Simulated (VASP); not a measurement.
# Ge2SbO3 (P6/mmm) in VASP: notebook

The runs below take Ge2SbO3 through relaxation of cell and atoms, single point, with PBE.

All numbers are computed with VASP 6.6.1; they aren't measurements. Logs are shortened: lines on timing, memory, paths and dates and some standing lists are left out, and cuts for length are marked.

## Step 1: The cell of the first run

The structure is hexagonal, space group P6/mmm (No. 191). Conventional cell: a = 5.702 Å, b = 5.702 Å, c = 2.966 Å, α = 90.00°, β = 90.00°, γ = 120.00°. Within 3.0 Å of Ge (site symmetry -6m2) lie 6 O at 2.22 Å and 2 Ge at 2.97 Å. Sb (site symmetry 6/mmm) has 2 Sb at 2.97 Å and 12 O at 3.21 Å and 6 Ge at 3.29 Å within 3.9 Å. O (site symmetry mmm) has 4 Ge at 2.22 Å and 6 O at 2.85 to 2.97 Å within 3.0 Å.

The cell was generated, and may not be a known phase.

## Step 2: Relaxation of cell and atoms, PBE

The input, INCAR:

```
PREC     = Accurate       # precision mode
ENCUT    = 600            # plane-wave cutoff, eV
EDIFF    = 1E-6           # SCF threshold, eV
ISMEAR   = 0              # smearing method
SIGMA    = 0.1            # smearing width, eV
LREAL    = False          # projectors in reciprocal space
LASPH    = True           # aspherical terms in the spheres
NELM     = 80             # most SCF steps
ALGO     = Normal         # electronic algorithm
ISIF     = 3              # what is computed and relaxed
LWAVE    = False          # write WAVECAR
LCHARG   = False          # write CHGCAR
GGA      = PE             # functional
IBRION   = 2              # ionic algorithm
NSW      = 90             # ionic steps
EDIFFG   = -0.04          # ionic threshold
```

The input, KPOINTS:

```
Automatic mesh
0
Gamma
  6 6 6
```

The input, POSCAR:

```
Ge2SbO3
1.0
    5.7024993114      0.0000000000      0.0000000000
   -2.8512496557      4.9385092687      0.0000000000
    0.0000000000      0.0000000000      2.9660067913
Ge Sb O
2 1 3
Direct
    0.3333333333      0.6666666667      0.0000000000
    0.6666666667      0.3333333333      0.0000000000
    0.0000000000      0.0000000000      0.0000000000
    0.5000000000      0.0000000000      0.5000000000
    0.0000000000      0.5000000000      0.5000000000
    0.5000000000      0.5000000000      0.5000000000
```

Potentials or basis: VASP PAW PBE potentials, release 64 (Ge_d, Sb, O).

Launch:

```bash
> cat potpaw_PBE.64/Ge_d/POTCAR potpaw_PBE.64/Sb/POTCAR potpaw_PBE.64/O/POTCAR > POTCAR
> mpirun -np 1 vasp_std > vasp.out
```

OUTCAR:

```text
PREC = Accurate
   ENCUT = 600
   EDIFF = 1E-6
   ISMEAR = 0
   LREAL = False
   LASPH = True
   NELM = 80
   ISIF = 3
   GGA = PE
   IBRION = 2
   NSW = 90
   EDIFFG = -0.04

 ion  position               nearest neighbor table
   1  0.333  0.667  0.000-   4 2.22   4 2.22   5 2.22   5 2.22   6 2.22   6 2.22   3 3.29   3 3.29
                             3 3.29
   2  0.667  0.333  0.000-   4 2.22   4 2.22   5 2.22   5 2.22   6 2.22   6 2.22   3 3.29   3 3.29
                             3 3.29
   3  0.000  0.000  0.000-   1 3.29   2 3.29   1 3.29   2 3.29   2 3.29   1 3.29
   4  0.500  0.000  0.500-   1 2.22   2 2.22   1 2.22   2 2.22
   5  0.000  0.500  0.500-   1 2.22   2 2.22   1 2.22   2 2.22
   6  0.500  0.500  0.500-   1 2.22   2 2.22   1 2.22   2 2.22

  LATTYP: Found a hexagonal cell.
 ALAT       =     5.7024993114
 C/A-ratio  =     0.5201240069

  Lattice vectors:

 A1 = (   5.7024993114,   0.0000000000,   0.0000000000)
 A2 = (  -2.8512496557,   4.9385092687,   0.0000000000)
 A3 = (   0.0000000000,   0.0000000000,   2.9660067913)

Analysis of symmetry for initial positions (statically):
=====================================================================
 Subroutine PRICEL returns:
 Original cell was already a primitive cell.

 Routine SETGRP: Setting up the symmetry group for a
 hexagonal supercell.

 Subroutine GETGRP returns: Found 24 space group operations
 (whereof 24 operations were pure point group operations)
 out of a pool of 24 trial point group operations.

The static configuration has the point symmetry D_6h.

Analysis of symmetry for dynamics (positions and initial velocities):
=====================================================================
 Subroutine PRICEL returns:
 Original cell was already a primitive cell.

 Routine SETGRP: Setting up the symmetry group for a
 hexagonal supercell.

 Subroutine GETGRP returns: Found 24 space group operations
 (whereof 24 operations were pure point group operations)
 out of a pool of 24 trial point group operations.

The dynamic configuration has the point symmetry D_6h.

 Subroutine INISYM returns: Found 24 space group operations
 (whereof 24 operations are pure point group operations),
 and found     1 'primitive' translations

----------------------------------------------------------------------------------------

                                     Primitive cell

  volume of cell :      83.5282

  direct lattice vectors                    reciprocal lattice vectors
     5.702499311  0.000000000  0.000000000     0.175361705  0.101245127  0.000000000
    -2.851249656  4.938509269  0.000000000     0.000000000  0.202490255  0.000000000
     0.000000000  0.000000000  2.966006791     0.000000000  0.000000000  0.337153645

  length of vectors
     5.702499311  5.702499311  2.966006791     0.202490255  0.202490255  0.337153645

  position of ions in fractional coordinates (direct lattice)
     0.333333333  0.666666667  0.000000000
     0.666666667  0.333333333  0.000000000
     0.000000000  0.000000000  0.000000000
     0.500000000  0.000000000  0.500000000
     0.000000000  0.500000000  0.500000000
     0.500000000  0.500000000  0.500000000

  ion indices of the primitive-cell ions
   primitive index   ion index
                 1           1
                 2           2
                 3           3
                 4           4
                 5           5
                 6           6

----------------------------------------------------------------------------------------

 KPOINTS: Automatic mesh

Automatic generation of k-mesh.
 Grid dimensions read from file:
 generate k-points for:    6    6    6

 Generating k-lattice:

  Cartesian coordinates                     Fractional coordinates (reciprocal lattice)
     0.029226951  0.016874188  0.000000000     0.166666667  0.000000000  0.000000000
     0.000000000  0.033748376  0.000000000     0.000000000  0.166666667  0.000000000
     0.000000000  0.000000000  0.056192274     0.000000000  0.000000000  0.166666667

  Length of vectors
     0.033748376  0.033748376  0.056192274

  Shift w.r.t. Gamma in fractional coordinates (k-lattice)
     0.000000000  0.000000000  0.000000000

 Subroutine IBZKPT returns following result:
[... 39 lines left out ...]
 SYSTEM =  unknown system
   PREC   = accura    normal or accurate (medium, high low for compatibility)
   ISTART =      0    job   : 0-new  1-cont  2-samecut
   ICHARG =      2    charge: 1-file 2-atom 10-const
   ISPIN  =      1    spin polarized calculation?
   LNONCOLLINEAR =      F non collinear calculations
   LSORBIT =      F    spin-orbit coupling
   LASPH  =      T    aspherical Exc in radial PAW
   ENCUT  =  600.0 eV  44.10 Ry    6.64 a.u.  11.39 11.39  5.92*2*pi/ulx,y,z
   NELM   =     80;   NELMIN=  2; NELMDL= -5     # of ELM steps
   EDIFF  = 0.1E-05   stopping-criterion for ELM
   LREAL  =      F    real-space projection
   EDIFFG = -.4E-01   stopping-criterion for IOM
   NSW    =     90    number of steps for IOM
   IBRION =      2    ionic relax: 0-MD 1-quasi-New 2-CG
   NFREE  =      1    steps in history (QN), initial steepest desc. (CG)
   ISIF   =      3    stress and relaxation
   ISYM   =      2    0-nonsym 1-usesym 2-fastsym
   POTIM  = 0.5000    time-step for ionic-motion
   TEBEG  =    0.0;   TEEND  =   0.0 temperature during run
   PSTRESS=    0.0 pullay stress
   NELECT =      51.0000    total number of electrons
   NUPDOWN=      -1.0000    fix difference up-down
   EMIN   =  10.00;   EMAX   =-10.00  energy-range for DOS
   EFERMI =   0.00;   METHOD = LEGACY
   ISMEAR =     0;   SIGMA  =   0.10  broadening in eV -4-tet -1-fermi 0-gaus
   EFERMI_NEDOS =   21; number of points for ismear=-14 and -15
   IALGO  =     38    algorithm
   IMIX   =      4    mixing-type and parameters
     AMIX     =   0.40;   BMIX     =  1.00
     AMIX_MAG =   1.60;   BMIX_MAG =  1.00
  volume/ion in A,a.u.               =      13.92        93.95
  Fermi-wavevector in a.u.,A,eV,Ry     =   1.388845  2.624537 26.244151  1.928891
  Thomas-Fermi vector in A             =   2.512932
   LORBIT       =      0    0 simple, 1 ext, 2 COOP (PROOUT), +10 PAW based schemes
   GGA     = PE    functional components
   LHFCALC =     F    Hartree Fock is set to
   AEXX    =    0.0000 exact exchange contribution
   IVDW    =     0    specifies the selected vdW correction
   LEPSILON=     F    determine dielectric tensor
   LRPA    =     F    only Hartree local field effects (RPA)
 conjugate gradient relaxation of ions
 non-spin polarized calculation
 Gauss-broadening in eV      SIGMA  =   0.10
  energy-cutoff  :      600.00
  volume of cell :       83.53
 maximum number of plane-waves:      2844
 NGX is ok and might be reduce to    48
   NGX = 23   NGY = 23   NGZ = 11

--------------------------------------- Ionic step        1  -------------------------------------------

 number of electron      51.0000026 magnetization

 Free energy of the ion-electron system (eV)
  ---------------------------------------------------
  ext. energy  EPLUGINS =         0.00000000
  ---------------------------------------------------
  free energy    TOTEN  =       -30.08823692 eV

  energy without entropy =      -30.05266207  energy(sigma->0) =      -30.07044950

------------------------ aborting loop because EDIFF is reached ----------------------------------------

  FORCE on cell =-STRESS in cart. coord.  units (eV):
  Direction    XX          YY          ZZ          XY          YZ          ZX
  --------------------------------------------------------------------------------------
  -------------------------------------------------------------------------------------
  Total       -0.2745534     -0.2745534     -0.7709344     -0.0000000      0.0000000      0.0000000
  in kB       -5.2662831     -5.2662831    -14.7875006     -0.0000000      0.0000000      0.0000000
  external PRESSURE =      -8.4400223 kB  Pullay stress =       0.0000000 kB

 VOLUME and BASIS-vectors are now :
 -----------------------------------------------------------------------------
  energy-cutoff  :      600.00
  volume of cell :       83.53
      direct lattice vectors                 reciprocal lattice vectors
     5.702499311  0.000000000  0.000000000     0.175361705  0.101245127  0.000000000
    -2.851249656  4.938509269  0.000000000     0.000000000  0.202490255  0.000000000
     0.000000000  0.000000000  2.966006791     0.000000000  0.000000000  0.337153645

 POSITION                                       TOTAL-FORCE (eV/Angst)
 -----------------------------------------------------------------------------------
     -0.00000      3.29234      0.00000         0.000000      0.000000     -0.000000
      2.85125      1.64617      0.00000        -0.000000      0.000000      0.000000
      0.00000      0.00000      0.00000         0.000000      0.000000      0.000000
      2.85125      0.00000      1.48300         0.000000      0.000000      0.000000
     -1.42562      2.46925      1.48300         0.000000      0.000000      0.000000
      1.42562      2.46925      1.48300        -0.000000      0.000000      0.000000
 -----------------------------------------------------------------------------------
    total drift:                               -0.000000      0.000000     -0.000000

  FREE ENERGIE OF THE ION-ELECTRON SYSTEM (eV)
  ---------------------------------------------------
  free  energy   TOTEN  =       -30.0882369244 eV

  energy  without entropy=      -30.0526620727  energy(sigma->0) =      -30.07044950

--------------------------------------- Ionic step        2  -------------------------------------------

 number of electron      51.0000034 magnetization

 Free energy of the ion-electron system (eV)
  ---------------------------------------------------
  ext. energy  EPLUGINS =         0.00000000
  ---------------------------------------------------
  free energy    TOTEN  =       -30.09048452 eV

  energy without entropy =      -30.05509454  energy(sigma->0) =      -30.07278953

 E-fermi :   7.0747     XC(G=0): -11.2862

 val. band max:        7.0652368255   @ k =   0.5000  -0.0000   0.0000
 cond. band min:       7.0763158545   @ k =   0.1667   0.1667   0.3333
 fundamental gap:      0.0110790290
 Fermi energy:         7.0747013176

 k-point     1 :       0.0000    0.0000    0.0000
  band No.  band energies     occupation
      1     -18.1641      2.00000
      2     -18.1485      2.00000
      3     -18.1135      2.00000
      4     -18.1135      2.00000
      5     -18.0814      2.00000
      6     -18.0814      2.00000
[... 781 lines left out ...]
     29      10.7334      0.00000
     30      10.8074      0.00000

 [... further k-points ...]

------------------------ aborting loop because EDIFF is reached ----------------------------------------

  FORCE on cell =-STRESS in cart. coord.  units (eV):
  Direction    XX          YY          ZZ          XY          YZ          ZX
  --------------------------------------------------------------------------------------
  -------------------------------------------------------------------------------------
  Total        0.1078185      0.1078185      0.1916072      0.0000000      0.0000000      0.0000000
  in kB        2.0902123      2.0902123      3.7145747      0.0000000      0.0000000      0.0000000
  external PRESSURE =       2.6316665 kB  Pullay stress =       0.0000000 kB

 VOLUME and BASIS-vectors are now :
 -----------------------------------------------------------------------------
  energy-cutoff  :      600.00
  volume of cell :       82.64
      direct lattice vectors                 reciprocal lattice vectors
     5.689910867  0.000000000  0.000000000     0.175749678  0.101469124 -0.000000000
    -2.844955434  4.927607356  0.000000000     0.000000000  0.202938247 -0.000000000
     0.000000000  0.000000000  2.947621542    -0.000000000 -0.000000000  0.339256579

 POSITION                                       TOTAL-FORCE (eV/Angst)
 -----------------------------------------------------------------------------------
     -0.00000      3.28507      2.94762         0.000000      0.000000      0.000000
      2.84496      1.64254      0.00000        -0.000000     -0.000000     -0.000000
      0.00000      0.00000      0.00000         0.000000     -0.000000     -0.000000
      2.84496      0.00000      1.47381         0.000000     -0.000000     -0.000000
     -1.42248      2.46380      1.47381         0.000000     -0.000000     -0.000000
      1.42248      2.46380      1.47381         0.000000     -0.000000     -0.000000
 -----------------------------------------------------------------------------------
    total drift:                               -0.000000      0.000000      0.000000

  FREE ENERGIE OF THE ION-ELECTRON SYSTEM (eV)
  ---------------------------------------------------
  free  energy   TOTEN  =       -30.0904845156 eV

  energy  without entropy=      -30.0550945377  energy(sigma->0) =      -30.07278953

 reached required accuracy - stopping structural energy minimisation
```

Wall time 2 min (1 thread of Oxide Virtual Turin-like, shared host); peak memory 0.25 GiB.

What came out:

| Item | Value |
| --- | --- |
| Free energy | -30.0905 eV |
| Relaxed volume | 13.77 Å³/atom |
| Relaxed cell | a = 5.690 Å, b = 5.690 Å, c = 2.948 Å, α = 90.00°, β = 90.00°, γ = 120.00° |
| Space group after relaxing (to 0.1 Å) | P6/mmm (No. 191) |
| Energy gained by relaxing | 0.4 meV/atom |
| Ionic steps | 2 |
| Pressure after relaxing | 0.3 GPa |
| Band gap on the k mesh | zero (an odd number of electrons rules out a gap without spin polarisation) |

The path:
```tsv
step	energy change (eV)	largest force (eV/Å)	pressure (GPa)	volume (Å³)
1	0.0000	0.0000	-0.84	83.53
2	-0.0022	0.0000	0.26	82.64
```

Final structure:
```
Ge Sb O
1.0
     5.68991    0.00000    0.00000
    -2.84496    4.92761    0.00000
     0.00000    0.00000    2.94762
Ge Sb O
2 1 3
Direct
  0.33333 0.66667 0.00000
  0.66667 0.33333 0.00000
  0.00000 0.00000 0.00000
  0.50000 0.00000 0.50000
  0.00000 0.50000 0.50000
  0.50000 0.50000 0.50000
```

Levels at points of the mesh, in eV from the Fermi level:
```csv
k point,band 24,band 25,band 26,band 27,band 28,band 29
"(0.00, 0.00, 0.00)",-2.42,0.68,0.68,1.49,1.49,1.98
"(0.50, 0.00, 0.00)",-2.75,-0.15,-0.15,-0.01,4.08,4.57
"(0.00, 0.00, 0.50)",-2.60,-2.06,-1.19,-1.19,2.13,2.16
"(0.50, 0.00, 0.50)",-2.34,-1.87,-0.45,0.07,1.35,3.08
```

Caveat: spin-orbit coupling is left out, which moves the levels of the heavy elements; an odd number of electrons without spin polarisation forces a metal; a magnetic or distorted state may lie lower.

[end of part 1 of 2]
